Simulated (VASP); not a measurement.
# InAs (Fm-3m) in VASP: a series of runs

Aim: see how the results for InAs move with the level of theory and the settings. Levels: BLYP+D3(BJ), PBEsol. Tasks: relaxation of cell and atoms.

Everything below comes from runs of VASP 6.6.1. Logs are shortened: lines on timing, memory, paths and dates and some standing lists are left out, and cuts for length are marked.

### 1 The cell of the first run

The structure is cubic, space group Fm-3m (No. 225). The conventional cell has a = 5.755 Å, b = 5.755 Å, c = 5.755 Å, α = 90.00°, β = 90.00°, γ = 90.00°. Within 3.8 Å of In (site symmetry m-3m) lie 6 As at 2.88 Å. As (site symmetry m-3m) has 6 In at 2.88 Å within 3.8 Å.

### 2 Relaxation of cell and atoms, BLYP+D3(BJ)

The input, INCAR:

```
  AGGAC = 1.0
  AGGAX = 1.0
  ALDAC = 0.0
  ALDAX = 1.0
  ALGO = Normal
  EDIFF = 1E-6
  EDIFFG = -0.01
  ENCUT = 600
  GGA = B5
  IBRION = 2
  ISIF = 3
  ISMEAR = -1
  IVDW = 12
  LASPH = T
  LCHARG = F
  LREAL = F
  LWAVE = F
  NELM = 100
  NSW = 80
  PREC = Accurate
  SIGMA = 0.1
  VDW_A1 = 0.4298
  VDW_A2 = 4.2359
  VDW_S6 = 1.0
  VDW_S8 = 2.6996
```

The input, KPOINTS:

```
k-points
0
Gamma
  6 6 6
```

The input, POSCAR:

```
InAs
1.0
    0.0000000000      2.8773040000      2.8773040000
    2.8773040000      0.0000000000      2.8773040000
    2.8773040000      2.8773040000      0.0000000000
In As
1 1
Direct
    0.5000000000      0.5000000000      0.5000000000
    0.0000000000      0.0000000000      0.0000000000
```

Potentials or basis: VASP PAW PBE potentials, release 64 (In_d, As).

Launch:

```bash
> cat potpaw_PBE.64/In_d/POTCAR potpaw_PBE.64/As/POTCAR > POTCAR
> mpirun -np 1 vasp_std > vasp.out
```

OUTCAR:

```text
EDIFF = 1E-6
   EDIFFG = -0.01
   ENCUT = 600
   GGA = B5
   IBRION = 2
   ISIF = 3
   ISMEAR = -1
   IVDW = 12
   LASPH = T
   LREAL = F
   NELM = 100
   NSW = 80
   PREC = Accurate
 IVDW          = 12

 ion  position               nearest neighbor table
   1  0.500  0.500  0.500-   2 2.88   2 2.88   2 2.88   2 2.88   2 2.88   2 2.88
   2  0.000  0.000  0.000-   1 2.88   1 2.88   1 2.88   1 2.88   1 2.88   1 2.88

  LATTYP: Found a face centered cubic cell.
 ALAT       =     5.7546080000

  Lattice vectors:

 A1 = (   0.0000000000,   2.8773040000,   2.8773040000)
 A2 = (   2.8773040000,   0.0000000000,   2.8773040000)
 A3 = (   2.8773040000,   2.8773040000,   0.0000000000)

Analysis of symmetry for initial positions (statically):
=====================================================================
 Subroutine PRICEL returns:
 Original cell was already a primitive cell.

 Routine SETGRP: Setting up the symmetry group for a
 face centered cubic supercell.

 Subroutine GETGRP returns: Found 48 space group operations
 (whereof 48 operations were pure point group operations)
 out of a pool of 48 trial point group operations.

The static configuration has the point symmetry O_h .

Analysis of symmetry for dynamics (positions and initial velocities):
=====================================================================
 Subroutine PRICEL returns:
 Original cell was already a primitive cell.

 Routine SETGRP: Setting up the symmetry group for a
 face centered cubic supercell.

 Subroutine GETGRP returns: Found 48 space group operations
 (whereof 48 operations were pure point group operations)
 out of a pool of 48 trial point group operations.

The dynamic configuration has the point symmetry O_h .

 Subroutine INISYM returns: Found 48 space group operations
 (whereof 48 operations are pure point group operations),
 and found     1 'primitive' translations

----------------------------------------------------------------------------------------

                                     Primitive cell

  volume of cell :      47.6417

  direct lattice vectors                    reciprocal lattice vectors
     0.000000000  2.877304000  2.877304000    -0.173773783  0.173773783  0.173773783
     2.877304000  0.000000000  2.877304000     0.173773783 -0.173773783  0.173773783
     2.877304000  2.877304000  0.000000000     0.173773783  0.173773783 -0.173773783

  length of vectors
     4.069122340  4.069122340  4.069122340     0.300985021  0.300985021  0.300985021

  position of ions in fractional coordinates (direct lattice)
     0.500000000  0.500000000  0.500000000
     0.000000000  0.000000000  0.000000000

  ion indices of the primitive-cell ions
   primitive index   ion index
                 1           1
                 2           2

----------------------------------------------------------------------------------------

 KPOINTS: k-points

Automatic generation of k-mesh.
 Grid dimensions read from file:
 generate k-points for:    6    6    6

 Generating k-lattice:

  Cartesian coordinates                     Fractional coordinates (reciprocal lattice)
    -0.028962297  0.028962297  0.028962297     0.166666667  0.000000000  0.000000000
     0.028962297 -0.028962297  0.028962297     0.000000000  0.166666667  0.000000000
     0.028962297  0.028962297 -0.028962297     0.000000000  0.000000000  0.166666667

  Length of vectors
     0.050164170  0.050164170  0.050164170

  Shift w.r.t. Gamma in fractional coordinates (k-lattice)
     0.000000000  0.000000000  0.000000000

 Subroutine IBZKPT returns following result:
 ===========================================

 Found     16 irreducible k-points:

 Following reciprocal coordinates:
            Coordinates               Weight
  0.000000  0.000000  0.000000      1.000000
  0.166667  0.000000  0.000000      8.000000
  0.333333  0.000000  0.000000      8.000000
  0.500000  0.000000  0.000000      4.000000
  0.166667  0.166667  0.000000      6.000000
  0.333333  0.166667  0.000000     24.000000
[... 8 lines left out ...]
 -0.333333  0.333333  0.166667     24.000000
 -0.333333  0.500000  0.166667     12.000000
   k-points           NKPTS =     16   k-points in BZ     NKDIM =     16   number of bands    NBANDS=     13
   number of dos      NEDOS =    301   number of ions     NIONS =      2
   total plane-waves  NPLWV =  46656
   dimension x,y,z NGX =    36 NGY =   36 NGZ =   36
   dimension x,y,z NGXF=    72 NGYF=   72 NGZF=   72
   ions per type =               1   1
   NGX,Y,Z   is equivalent  to a cutoff of  14.71, 14.71, 14.71 a.u.
   NGXF,Y,Z  is equivalent  to a cutoff of  29.42, 29.42, 29.42 a.u.
 SYSTEM =  unknown system
   PREC   = accura    normal or accurate (medium, high low for compatibility)
   ISTART =      0    job   : 0-new  1-cont  2-samecut
   ICHARG =      2    charge: 1-file 2-atom 10-const
   ISPIN  =      1    spin polarized calculation?
   LNONCOLLINEAR =      F non collinear calculations
   LSORBIT =      F    spin-orbit coupling
   LASPH  =      T    aspherical Exc in radial PAW
   ENCUT  =  600.0 eV  44.10 Ry    6.64 a.u.   8.13  8.13  8.13*2*pi/ulx,y,z
   NELM   =    100;   NELMIN=  2; NELMDL= -5     # of ELM steps
   EDIFF  = 0.1E-05   stopping-criterion for ELM
   LREAL  =      F    real-space projection
   EDIFFG = -.1E-01   stopping-criterion for IOM
   NSW    =     80    number of steps for IOM
   IBRION =      2    ionic relax: 0-MD 1-quasi-New 2-CG
   NFREE  =      1    steps in history (QN), initial steepest desc. (CG)
   ISIF   =      3    stress and relaxation
   ISYM   =      2    0-nonsym 1-usesym 2-fastsym
   POTIM  = 0.5000    time-step for ionic-motion
   TEBEG  =    0.0;   TEEND  =   0.0 temperature during run
   PSTRESS=    0.0 pullay stress
   NELECT =      18.0000    total number of electrons
   NUPDOWN=      -1.0000    fix difference up-down
   EMIN   =  10.00;   EMAX   =-10.00  energy-range for DOS
   EFERMI =   0.00;   METHOD = LEGACY
   ISMEAR =    -1;   SIGMA  =   0.10  broadening in eV -4-tet -1-fermi 0-gaus
   EFERMI_NEDOS =   21; number of points for ismear=-14 and -15
   IALGO  =     38    algorithm
   IMIX   =      4    mixing-type and parameters
     AMIX     =   0.40;   BMIX     =  1.00
     AMIX_MAG =   1.60;   BMIX_MAG =  1.00
  volume/ion in A,a.u.               =      23.82       160.75
  Fermi-wavevector in a.u.,A,eV,Ry     =   1.183505  2.236499 19.057448  1.400683
  Thomas-Fermi vector in A             =   2.319738
   LORBIT       =      0    0 simple, 1 ext, 2 COOP (PROOUT), +10 PAW based schemes
   GGA     = B5    functional components
   LHFCALC =     F    Hartree Fock is set to
   AEXX    =    0.0000 exact exchange contribution
   IVDW    =    12    specifies the selected vdW correction
   LEPSILON=     F    determine dielectric tensor
   LRPA    =     F    only Hartree local field effects (RPA)
 conjugate gradient relaxation of ions
 non-spin polarized calculation
  energy-cutoff  :      600.00
  volume of cell :       47.64
 maximum number of plane-waves:      1639
 NGX is ok and might be reduce to    36
   NGX = 17   NGY = 17   NGZ = 17

--------------------------------------- Ionic step        1  -------------------------------------------

 number of electron      18.0000003 magnetization

 Free energy of the ion-electron system (eV)
  ---------------------------------------------------
  ext. energy  EPLUGINS =         0.00000000
  ---------------------------------------------------
  free energy    TOTEN  =        -5.92070469 eV

  energy without entropy =       -5.88444406  energy(sigma->0) =       -5.90257438

------------------------ aborting loop because EDIFF is reached ----------------------------------------

 Edisp (eV)   -1.76720

 E8    (eV) :    -1.3349

  FORCE on cell =-STRESS in cart. coord.  units (eV):
  Direction    XX          YY          ZZ          XY          YZ          ZX
  --------------------------------------------------------------------------------------
  -------------------------------------------------------------------------------------
  Total      -0.37378    -0.37378    -0.37378     0.00000    -0.00000     0.00000
  in kB     -12.57024   -12.57024   -12.57024     0.00000    -0.00000     0.00000
  external pressure =      -12.57 kB  Pullay stress =        0.00 kB

 VOLUME and BASIS-vectors are now :
 -----------------------------------------------------------------------------
  energy-cutoff  :      600.00
  volume of cell :       47.64
      direct lattice vectors                 reciprocal lattice vectors
     0.000000000  2.877304000  2.877304000    -0.173773783  0.173773783  0.173773783
     2.877304000  0.000000000  2.877304000     0.173773783 -0.173773783  0.173773783
     2.877304000  2.877304000  0.000000000     0.173773783  0.173773783 -0.173773783

 POSITION                                       TOTAL-FORCE (eV/Angst)
 -----------------------------------------------------------------------------------
      2.87730      2.87730      2.87730         0.000000      0.000000     -0.000000
      0.00000      0.00000      0.00000        -0.000000     -0.000000      0.000000
 -----------------------------------------------------------------------------------
    total drift:                                0.000000      0.000000      0.000000
[... 25 lines left out ...]
 VOLUME and BASIS-vectors are now :
 -----------------------------------------------------------------------------
  energy-cutoff  :      600.00
  volume of cell :       46.36
      direct lattice vectors                 reciprocal lattice vectors
     0.000000000  2.851361787  2.851361787    -0.175354808  0.175354808  0.175354808
     2.851361787 -0.000000000  2.851361787     0.175354808 -0.175354808  0.175354808
     2.851361787  2.851361787  0.000000000     0.175354808  0.175354808 -0.175354808

 POSITION                                       TOTAL-FORCE (eV/Angst)
 -----------------------------------------------------------------------------------
      2.85136      2.85136      2.85136         0.000000      0.000000      0.000000
      2.85136      5.70272      2.85136        -0.000000     -0.000000     -0.000000
 -----------------------------------------------------------------------------------
    total drift:                                0.000000      0.000000      0.000000

  FREE ENERGIE OF THE ION-ELECTRON SYSTEM (eV)
  ---------------------------------------------------
  free  energy   TOTEN  =        -7.6923545859 eV

  energy  without entropy=       -7.6570076475  energy(sigma->0) =       -7.67468112

--------------------------------------- Ionic step        3  -------------------------------------------

 number of electron      18.0000001 magnetization

 Free energy of the ion-electron system (eV)
  ---------------------------------------------------
  ext. energy  EPLUGINS =         0.00000000
  ---------------------------------------------------
  free energy    TOTEN  =        -5.88334590 eV

  energy without entropy =       -5.84785985  energy(sigma->0) =       -5.86560287

 E-fermi :   6.6918     XC(G=0):  -9.5512

 val. band max:        6.6573625931   @ k =   0.3333   0.0000   0.0000
 cond. band min:       6.8260275860   @ k =   0.5000   0.0000   0.0000
 fundamental gap:      0.1686649928
 Fermi energy:         6.6918060837

 k-point     1 :       0.0000    0.0000    0.0000
  band No.  band energies     occupation
      1      -7.7775      2.00000
      2      -7.7775      2.00000
      3      -7.7526      2.00000
      4      -7.7526      2.00000
      5      -7.7526      2.00000
      6      -5.6143      2.00000
      7       6.0034      1.99795
      8       6.3870      1.90940
      9       6.3870      1.90940
     10       6.3870      1.90940
     11      14.1039      0.00000
     12      14.1040      0.00000
     13      14.1042      0.00000

 k-point     2 :       0.1667    0.0000    0.0000
  band No.  band energies     occupation
      1      -7.7893      2.00000
      2      -7.7893      2.00000
      3      -7.7531      2.00000
      4      -7.7398      2.00000
      5      -7.7398      2.00000
      6      -5.3140      2.00000
      7       3.5710      2.00000
      8       6.4510      1.83489
      9       6.4510      1.83489
     10       8.3304      0.00000
     11      12.3756      0.00000
     12      12.4670      0.00000
     13      12.4670      0.00000
[... 239 lines left out ...]
 VOLUME and BASIS-vectors are now :
 -----------------------------------------------------------------------------
  energy-cutoff  :      600.00
  volume of cell :       46.56
      direct lattice vectors                 reciprocal lattice vectors
     0.000000000  2.855402703  2.855402703    -0.175106649  0.175106649  0.175106649
     2.855402703 -0.000000000  2.855402703     0.175106649 -0.175106649  0.175106649
     2.855402703  2.855402703  0.000000000     0.175106649  0.175106649 -0.175106649

 POSITION                                       TOTAL-FORCE (eV/Angst)
 -----------------------------------------------------------------------------------
      2.85540      2.85540      2.85540        -0.000000     -0.000000     -0.000000
      0.00000     -0.00000      0.00000         0.000000      0.000000      0.000000
 -----------------------------------------------------------------------------------
    total drift:                                0.000000      0.000000      0.000000

  FREE ENERGIE OF THE ION-ELECTRON SYSTEM (eV)
  ---------------------------------------------------
  free  energy   TOTEN  =        -7.6925636316 eV

  energy  without entropy=       -7.6570775779  energy(sigma->0) =       -7.67482060

 reached required accuracy - stopping structural energy minimisation
```

Run time: 79 s. Hardware: 1 thread of AMD EPYC 9R45 (Zen 5), shared host; peak memory 0.19 GiB.

What came out:

```
Free energy                            : -7.6926 eV
Relaxed volume                         : 23.28 Å³/atom
Relaxed cell                           : a = 4.038 Å, b = 4.038 Å, c = 4.038 Å, α = 60.00°, β = 60.00°, γ = 60.00°
Space group after relaxing (to 0.05 Å) : Fm-3m (No. 225)
Energy gained by relaxing              : 2.3 meV/atom
Ionic steps                            : 3
Pressure after relaxing                : 0.0 GPa
Band gap on the k mesh                 : zero (band 9 reaches 7.00 eV, above the bottom of band 10 at 4.37 eV)
Dispersion energy per atom             : -0.905 eV
```

The path:
```tsv
step	energy change (eV)	largest force (eV/Å)	pressure (GPa)	volume (Å³)
1	0.0000	0.0000	-1.26	47.64
2	-0.0044	0.0000	0.31	46.36
3	-0.0047	0.0000	0.04	46.56
```

Final structure:
```
CELL_PARAMETERS angstrom
0.00000 2.85540 2.85540
2.85540 0.00000 2.85540
2.85540 2.85540 0.00000
ATOMIC_POSITIONS crystal
In 0.50000 0.50000 0.50000
As 0.00000 0.00000 0.00000
```

Caveat: the PAW data sets were made with another functional, which shifts forces and pressure a little; spin-orbit coupling is left out, which moves the levels of the heavy elements; pairwise dispersion overbinds metals, which lowers pressure and volume.

### 3 Relaxation of cell and atoms, PBEsol

The input, INCAR:

```
SYSTEM = InAs
  PREC = Accurate
  ENCUT = 600
  EDIFF = 1E-7
  ISMEAR = -1
  SIGMA = 0.1
  LREAL = .FALSE.
  LASPH = .TRUE.
  NELM = 60
  ALGO = Normal
  ISIF = 3
  LWAVE = .FALSE.
  LCHARG = .FALSE.
  GGA = PS
  IBRION = 2
  NSW = 80
  EDIFFG = -0.01
```

The input, KPOINTS:

```
regular mesh
0
G
  6 6 6
  0 0 0
```

POSCAR is that of step 2.

Potentials or basis: VASP PAW PBE potentials, release 64 (In_d, As).

Launch:

```bash
> cat potpaw_PBE.64/In_d/POTCAR potpaw_PBE.64/As/POTCAR > POTCAR
> mpirun -np 1 vasp_std > vasp.out
```

Wall time 37 s (1 thread of AMD EPYC 9R45 (Zen 5), shared host); peak memory 0.17 GiB.

Results (log left out):

```yaml
Free_energy: -8.2581 eV
Relaxed_volume: 22.68 Å³/atom
Relaxed_cell: a = 4.003 Å, b = 4.003 Å, c = 4.003 Å, α = 60.00°, β = 60.00°, γ = 60.00°
Space_group_after_relaxing_to_0.05_Å: Fm-3m (No. 225)
Energy_gained_by_relaxing: 11.8 meV/atom
Ionic_steps: 3
Pressure_after_relaxing: 0.0 GPa
Band_gap_on_the_k_mesh: zero (band 9 reaches 6.74 eV, above the bottom of band 10 at 3.94 eV)
```

Step by step:
```csv
step,energy change (eV),largest force (eV/Å),pressure (GPa),volume (Å³)
1,0.0000,0.0000,-3.16,47.64
2,-0.0196,0.0000,1.48,44.47
3,-0.0236,0.0000,0.00,45.36
```

Final structure:
```
In As
1.0
     0.00000    2.83052    2.83052
     2.83052    0.00000    2.83052
     2.83052    2.83052    0.00000
In As
1 1
Direct
  0.50000 0.50000 0.50000
  0.00000 0.00000 0.00000
```

Levels at points of the mesh, in eV from the Fermi level:
| k point | band 5 | band 6 | band 7 | band 8 | band 9 | band 10 | band 11 | band 12 | band 13 |
| --- | --- | --- | --- | --- | --- | --- | --- | --- | --- |
| (0.00, 0.00, 0.00) | -14.33 | -12.52 | -0.43 | -0.28 | -0.28 | -0.28 | 7.13 | 7.13 | 7.13 |
| (0.50, 0.00, 0.00) | -14.26 | -10.68 | -6.86 | 0.15 | 0.15 | 2.03 | 3.18 | 3.18 | 4.63 |
| (0.50, 0.50, 0.00) | -14.23 | -9.65 | -5.09 | -3.00 | -2.46 | -2.46 | 3.66 | 9.49 | 9.49 |

Caveat: the PAW data sets were made with another functional, which shifts forces and pressure a little; spin-orbit coupling is left out, which moves the levels of the heavy elements.
